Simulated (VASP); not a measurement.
# CsI (Pm-3m) in VASP: a series of runs

The runs below take CsI through single point, with PBE.

All numbers are computed with VASP 6.6.1; they aren't measurements. Logs are shortened: lines on timing, memory, paths and dates and some standing lists are left out, and cuts for length are marked.

**1. The cell of the first run**

Symmetry: Pm-3m, No. 221, cubic system. The conventional cell has a = 3.575 Å, b = 3.575 Å, c = 3.575 Å, α = 90.00°, β = 90.00°, γ = 90.00°. Cs (site symmetry m-3m) has 8 I at 3.10 Å and 6 Cs at 3.57 Å within 4.1 Å. I (site symmetry m-3m) has 8 Cs at 3.10 Å and 6 I at 3.57 Å within 4.1 Å.

**2. Single point, PBE**

Input file INCAR:

```
SYSTEM = CsI
  PREC = Accurate
  ENCUT = 500
  EDIFF = 1E-6
  ISMEAR = -1
  SIGMA = 0.03
  LREAL = .False.
  LASPH = .True.
  NELM = 120
  ALGO = Normal
  ISIF = 2
  LWAVE = .False.
  LCHARG = .False.
  GGA = PE
  NBANDS = 15
  GGA_COMPAT = .False.
```

Input file KPOINTS:

```
regular mesh
0
Gamma
  6 6 6
  0 0 0
```

Input file POSCAR:

```
CsI
1.0
    3.5749959597      0.0000000000      0.0000000000
    0.0000000000      3.5749959597      0.0000000000
    0.0000000000      0.0000000000      3.5749959597
Cs I
1 1
Direct
    0.0000000000      0.0000000000      0.0000000000
    0.5000000000      0.5000000000      0.5000000000
```

Potentials or basis: VASP PAW PBE potentials, release 64 (Cs_sv, I).

Run with:

```bash
> cat potpaw_PBE.64/Cs_sv/POTCAR potpaw_PBE.64/I/POTCAR > POTCAR
> mpirun -np 1 vasp_std > vasp.out
```

OUTCAR:

```text
SYSTEM = CsI
   PREC = Accurate
   ENCUT = 500
   EDIFF = 1E-6
   ISMEAR = -1
   LREAL = .False.
   LASPH = .True.
   NELM = 120
   ISIF = 2
   GGA = PE

 ion  position               nearest neighbor table
   1  0.000  0.000  0.000-   2 3.10   2 3.10   2 3.10   2 3.10   2 3.10   2 3.10   2 3.10   2 3.10

   2  0.500  0.500  0.500-   1 3.10   1 3.10   1 3.10   1 3.10   1 3.10   1 3.10   1 3.10   1 3.10

  LATTYP: Found a simple cubic cell.
 ALAT       =     3.5749959597

  Lattice vectors:

 A1 = (   3.5749959597,   0.0000000000,   0.0000000000)
 A2 = (   0.0000000000,   3.5749959597,   0.0000000000)
 A3 = (   0.0000000000,   0.0000000000,   3.5749959597)

Analysis of symmetry for initial positions (statically):
=====================================================================
 Subroutine PRICEL returns:
 Original cell was already a primitive cell.

 Routine SETGRP: Setting up the symmetry group for a
 simple cubic supercell.

 Subroutine GETGRP returns: Found 48 space group operations
 (whereof 48 operations were pure point group operations)
 out of a pool of 48 trial point group operations.

The static configuration has the point symmetry O_h .

Analysis of symmetry for dynamics (positions and initial velocities):
=====================================================================
 Subroutine PRICEL returns:
 Original cell was already a primitive cell.

 Routine SETGRP: Setting up the symmetry group for a
 simple cubic supercell.

 Subroutine GETGRP returns: Found 48 space group operations
 (whereof 48 operations were pure point group operations)
 out of a pool of 48 trial point group operations.

The dynamic configuration has the point symmetry O_h .

 Subroutine INISYM returns: Found 48 space group operations
 (whereof 48 operations are pure point group operations),
 and found     1 'primitive' translations

----------------------------------------------------------------------------------------

                                     Primitive cell

  volume of cell :      45.6906

  direct lattice vectors                    reciprocal lattice vectors
     3.574995960  0.000000000  0.000000000     0.279720596  0.000000000  0.000000000
     0.000000000  3.574995960  0.000000000     0.000000000  0.279720596  0.000000000
     0.000000000  0.000000000  3.574995960     0.000000000  0.000000000  0.279720596

  length of vectors
     3.574995960  3.574995960  3.574995960     0.279720596  0.279720596  0.279720596

  position of ions in fractional coordinates (direct lattice)
     0.000000000  0.000000000  0.000000000
     0.500000000  0.500000000  0.500000000

  ion indices of the primitive-cell ions
   primitive index   ion index
                 1           1
                 2           2

----------------------------------------------------------------------------------------

 KPOINTS: regular mesh

Automatic generation of k-mesh.
 Grid dimensions read from file:
 generate k-points for:    6    6    6

 Generating k-lattice:

  Cartesian coordinates                     Fractional coordinates (reciprocal lattice)
     0.046620099  0.000000000  0.000000000     0.166666667  0.000000000  0.000000000
     0.000000000  0.046620099  0.000000000     0.000000000  0.166666667  0.000000000
     0.000000000  0.000000000  0.046620099     0.000000000  0.000000000  0.166666667

  Length of vectors
     0.046620099  0.046620099  0.046620099

  Shift w.r.t. Gamma in fractional coordinates (k-lattice)
     0.000000000  0.000000000  0.000000000

 Subroutine IBZKPT returns following result:
 ===========================================

 Found     20 irreducible k-points:

 Following reciprocal coordinates:
            Coordinates               Weight
  0.000000  0.000000  0.000000      1.000000
  0.166667  0.000000  0.000000      6.000000
  0.333333  0.000000  0.000000      6.000000
  0.500000  0.000000  0.000000      3.000000
  0.166667  0.166667  0.000000     12.000000
  0.333333  0.166667  0.000000     24.000000
[... 12 lines left out ...]
  0.500000  0.500000  0.333333      6.000000
  0.500000  0.500000  0.500000      1.000000
   k-points           NKPTS =     20   k-points in BZ     NKDIM =     20   number of bands    NBANDS=     15
   number of dos      NEDOS =    301   number of ions     NIONS =      2
   total plane-waves  NPLWV =  21952
   dimension x,y,z NGX =    28 NGY =   28 NGZ =   28
   dimension x,y,z NGXF=    56 NGYF=   56 NGZF=   56
   ions per type =               1   1
   NGX,Y,Z   is equivalent  to a cutoff of  13.02, 13.02, 13.02 a.u.
   NGXF,Y,Z  is equivalent  to a cutoff of  26.04, 26.04, 26.04 a.u.
 SYSTEM =  CsI
   PREC   = accura    normal or accurate (medium, high low for compatibility)
   ISTART =      0    job   : 0-new  1-cont  2-samecut
   ICHARG =      2    charge: 1-file 2-atom 10-const
   ISPIN  =      1    spin polarized calculation?
   LNONCOLLINEAR =      F non collinear calculations
   LSORBIT =      F    spin-orbit coupling
   LASPH  =      T    aspherical Exc in radial PAW
   ENCUT  =  500.0 eV  36.75 Ry    6.06 a.u.   6.52  6.52  6.52*2*pi/ulx,y,z
   NELM   =    120;   NELMIN=  2; NELMDL= -5     # of ELM steps
   EDIFF  = 0.1E-05   stopping-criterion for ELM
   LREAL  =      F    real-space projection
   EDIFFG = 0.1E-04   stopping-criterion for IOM
   NSW    =      0    number of steps for IOM
   IBRION =     -1    ionic relax: 0-MD 1-quasi-New 2-CG
   NFREE  =      0    steps in history (QN), initial steepest desc. (CG)
   ISIF   =      2    stress and relaxation
   ISYM   =      2    0-nonsym 1-usesym 2-fastsym
   POTIM  = 0.5000    time-step for ionic-motion
   TEBEG  =    0.0;   TEEND  =   0.0 temperature during run
   PSTRESS=    0.0 pullay stress
   NELECT =      16.0000    total number of electrons
   NUPDOWN=      -1.0000    fix difference up-down
   EMIN   =  10.00;   EMAX   =-10.00  energy-range for DOS
   EFERMI =   0.00;   METHOD = LEGACY
   ISMEAR =    -1;   SIGMA  =   0.03  broadening in eV -4-tet -1-fermi 0-gaus
   EFERMI_NEDOS =   21; number of points for ismear=-14 and -15
   IALGO  =     38    algorithm
   IMIX   =      4    mixing-type and parameters
     AMIX     =   0.40;   BMIX     =  1.00
     AMIX_MAG =   1.60;   BMIX_MAG =  1.00
  volume/ion in A,a.u.               =      22.85       154.17
  Fermi-wavevector in a.u.,A,eV,Ry     =   1.153912  2.180577 18.116326  1.331512
  Thomas-Fermi vector in A             =   2.290552
   LORBIT       =      0    0 simple, 1 ext, 2 COOP (PROOUT), +10 PAW based schemes
   GGA     = PE    functional components
   LHFCALC =     F    Hartree Fock is set to
   AEXX    =    0.0000 exact exchange contribution
   IVDW    =     0    specifies the selected vdW correction
   LEPSILON=     F    determine dielectric tensor
   LRPA    =     F    only Hartree local field effects (RPA)
 non-spin polarized calculation
  energy-cutoff  :      500.00
  volume of cell :       45.69
 maximum number of plane-waves:      1189
 NGX is ok and might be reduce to    28

 number of electron      16.0000003 magnetization

 Free energy of the ion-electron system (eV)
  ---------------------------------------------------
  ext. energy  EPLUGINS =         0.00000000
  ---------------------------------------------------
  free energy    TOTEN  =        -0.71243137 eV

  energy without entropy =       -0.71243112  energy(sigma->0) =       -0.71243125

 E-fermi :   9.0359     XC(G=0): -11.3184

 val. band max:        8.6969155020   @ k =   0.0000   0.0000   0.0000
 cond. band min:       9.3626915434   @ k =   0.0000   0.0000   0.0000
 fundamental gap:      0.6657760414
 Fermi energy:         9.0358835206

 k-point     1 :       0.0000    0.0000    0.0000
  band No.  band energies     occupation
      1     -13.5738      2.00000
      2      -4.4175      2.00000
      3       0.3038      2.00000
      4       0.3038      2.00000
      5       0.3038      2.00000
      6       8.6969      1.99998
      7       8.6969      1.99998
      8       8.6969      1.99998
      9       9.3627      0.00004
     10       9.3627      0.00004
     11      16.7666      0.00000
     12      16.7666      0.00000
     13      16.7666      0.00000
     14      16.8423      0.00000
     15      20.0918      0.00000

 k-point     2 :       0.1667    0.0000    0.0000
  band No.  band energies     occupation
      1     -13.4421      2.00000
      2      -4.8361      2.00000
      3       0.3674      2.00000
      4       0.4793      2.00000
      5       0.4793      2.00000
      6       7.2245      2.00000
      7       8.1692      2.00000
      8       8.1692      2.00000
      9       9.6486      0.00000
     10      11.0352      0.00000
     11      16.6701      0.00000
     12      16.6701      0.00000
     13      16.9898      0.00000
     14      17.1718      0.00000
     15      17.9421      0.00000

 k-point     3 :       0.3333    0.0000    0.0000
  band No.  band energies     occupation
      1     -13.1490      2.00000
      2      -5.6949      2.00000
      3       0.8637      2.00000
      4       0.8885      2.00000
      5       0.8885      2.00000
      6       5.1152      2.00000
      7       7.1154      2.00000
      8       7.1154      2.00000
      9      10.4673      0.00000
     10      14.4582      0.00000
     11      14.5661      0.00000
     12      17.2220      0.00000
     13      17.2220      0.00000
     14      17.5848      0.00000
     15      19.0850      0.00000
[... 271 lines left out ...]
 k-point    19 :       0.5000    0.5000    0.3333
  band No.  band energies     occupation
      1     -12.3398      2.00000
      2      -3.7831      2.00000
      3      -1.3266      2.00000
      4      -1.3266      2.00000
      5      -0.3970      2.00000
      6       4.0461      2.00000
      7       4.0989      2.00000
      8       4.0989      2.00000
      9      16.2409      0.00000
     10      17.1744      0.00000
     11      17.1744      0.00000
     12      18.9291      0.00000
     13      21.8154      0.00000
     14      22.0863      0.00000
     15      22.0863      0.00000

 k-point    20 :       0.5000    0.5000    0.5000
  band No.  band energies     occupation
      1     -12.2544      2.00000
      2      -3.5075      2.00000
      3      -0.8915      2.00000
      4      -0.8915      2.00000
      5      -0.8915      2.00000
      6       3.1718      2.00000
      7       3.1718      2.00000
      8       3.1718      2.00000
      9      18.9724      0.00000
     10      18.9724      0.00000
     11      18.9724      0.00000
     12      20.7692      0.00000
     13      20.7692      0.00000
     14      20.7692      0.00000
     15      21.9953      0.00000

------------------------ aborting loop because EDIFF is reached ----------------------------------------

  FORCE on cell =-STRESS in cart. coord.  units (eV):
  Direction    XX          YY          ZZ          XY          YZ          ZX
  --------------------------------------------------------------------------------------
  -------------------------------------------------------------------------------------
  Total       16.7740354     16.7740354     16.7740354     -0.0000000      0.0000000      0.0000000
  in kB      588.1951936    588.1951936    588.1951936     -0.0000000      0.0000000      0.0000000
  external PRESSURE =     588.1951936 kB  Pullay stress =       0.0000000 kB

 VOLUME and BASIS-vectors are now :
 -----------------------------------------------------------------------------
  energy-cutoff  :      500.00
  volume of cell :       45.69
      direct lattice vectors                 reciprocal lattice vectors
     3.574995960  0.000000000  0.000000000     0.279720596  0.000000000  0.000000000
     0.000000000  3.574995960  0.000000000     0.000000000  0.279720596  0.000000000
     0.000000000  0.000000000  3.574995960     0.000000000  0.000000000  0.279720596

 POSITION                                       TOTAL-FORCE (eV/Angst)
 -----------------------------------------------------------------------------------
      0.00000      0.00000      0.00000         0.000000      0.000000      0.000000
      1.78750      1.78750      1.78750         0.000000      0.000000      0.000000
 -----------------------------------------------------------------------------------
    total drift:                               -0.000000      0.000000      0.000000

  FREE ENERGIE OF THE ION-ELECTRON SYSTEM (eV)
  ---------------------------------------------------
  free  energy   TOTEN  =        -0.7124313709 eV

  energy  without entropy=       -0.7124311212  energy(sigma->0) =       -0.71243125
```

Run time: 10 s. Hardware: 1 thread of Intel Xeon 6975P-C (Granite Rapids), shared host; peak memory 0.16 GiB.

What came out:

```
Free energy            : -0.7124 eV
Pressure               : 58.8 GPa
Band gap on the k mesh : 0.67 eV, direct
```

Caveat: spin-orbit coupling is left out, which moves the levels of the heavy elements. A k mesh can miss the band edges.

**3. Single point, PBE**

Input file INCAR:

```
PREC = Accurate ; ENCUT = 500
EDIFF = 1E-6 ; ISMEAR = -1
SIGMA = 0.03 ; LREAL = False
LASPH = True ; NELM = 120
ALGO = Normal ; ISIF = 2
LWAVE = False ; LCHARG = False
GGA = PE ; NBANDS = 15
GGA_COMPAT = False
```

Input file KPOINTS:

```
Automatic mesh
0
Gamma
  6 6 6
```

POSCAR is that of step 2.

Potentials or basis: VASP PAW PBE potentials, release 64 (Cs_sv, I).

Run with:

```bash
> cat potpaw_PBE.64/Cs_sv/POTCAR potpaw_PBE.64/I/POTCAR > POTCAR
> mpirun -np 1 vasp_std > vasp.out
```

Wall time 10 s (1 thread of Intel Xeon 6975P-C (Granite Rapids), shared host); peak memory 0.15 GiB.

The run converged. Its results:

| Quantity | Value |
| --- | --- |
| Free energy | -0.7124 eV |
| Pressure | 58.8 GPa |
| Band gap on the k mesh | 0.67 eV, direct |

Levels at points of the mesh, in eV from the valence-band top:
| k point | band 4 | band 5 | band 6 | band 7 | band 8 | band 9 | band 10 | band 11 | band 12 | band 13 |
| --- | --- | --- | --- | --- | --- | --- | --- | --- | --- | --- |
| (0.00, 0.00, 0.00) | -8.39 | -8.39 | 0.00 | 0.00 | 0.00 | 0.67 | 0.67 | 8.07 | 8.07 | 8.07 |
| (0.50, 0.00, 0.00) | -7.56 | -7.27 | -4.75 | -2.12 | -2.12 | 2.59 | 4.45 | 9.35 | 9.43 | 9.71 |
| (0.50, 0.50, 0.00) | -10.88 | -7.22 | -1.46 | -1.46 | -0.93 | 2.63 | 4.29 | 4.48 | 4.48 | 12.26 |
| (0.50, 0.50, 0.50) | -9.59 | -9.59 | -5.53 | -5.53 | -5.53 | 10.28 | 10.28 | 10.28 | 12.07 | 12.07 |

Caveat: spin-orbit coupling is left out, which moves the levels of the heavy elements. A k mesh can miss the band edges.

**4. Single point, PBE**

This run uses another cell than the first one, of 27.92 Å³/atom, 1.222 times its volume.

Input file INCAR:

```
  ALGO = Normal
  EDIFF = 1E-6
  ENCUT = 500
  GGA = PE
  GGA_COMPAT = False
  ISIF = 2
  ISMEAR = -1
  LASPH = True
  LCHARG = True
  LELF = True
  LREAL = False
  LVHAR = True
  LWAVE = False
  NBANDS = 15
  NELM = 120
  PREC = Accurate
  SIGMA = 0.03
```

Input file KPOINTS:

```
k-points
0
Gamma
  6 6 6
```

Input file POSCAR:

```
CsI
1.0
    3.8223074235      0.0000000000      0.0000000000
    0.0000000000      3.8223074235      0.0000000000
    0.0000000000      0.0000000000      3.8223074235
Cs I
1 1
Direct
    0.0000000000      0.0000000000      0.0000000000
    0.5000000000      0.5000000000      0.5000000000
```

Run with:

```bash
> cat potpaw_PBE.64/Cs_sv/POTCAR potpaw_PBE.64/I/POTCAR > POTCAR
> mpirun -np 1 vasp_std > vasp.out
```

It took 6.2 s on 1 thread of Intel Xeon 6975P-C (Granite Rapids), shared host; peak memory 0.16 GiB.

The run converged. Its results:

* Free energy: -3.2936 eV
* Pressure: 27.1 GPa
* Band gap on the k mesh: 2.24 eV, direct

Levels at points of the mesh, in eV from the valence-band top:
```
           k point  band 6  band 7  band 8  band 9  band 10  band 11
(0.00, 0.00, 0.00)    0.00    0.00    0.00    2.24     2.24     6.56
(0.50, 0.00, 0.00)   -3.54   -1.17   -1.17    3.92     5.61     8.95
(0.50, 0.50, 0.00)   -1.21   -1.21   -0.38    3.46     4.71     5.39
(0.50, 0.50, 0.50)   -3.74   -3.74   -3.74    9.27     9.27     9.27
```

Caveat: spin-orbit coupling is left out, which moves the levels of the heavy elements. A k mesh can miss the band edges.
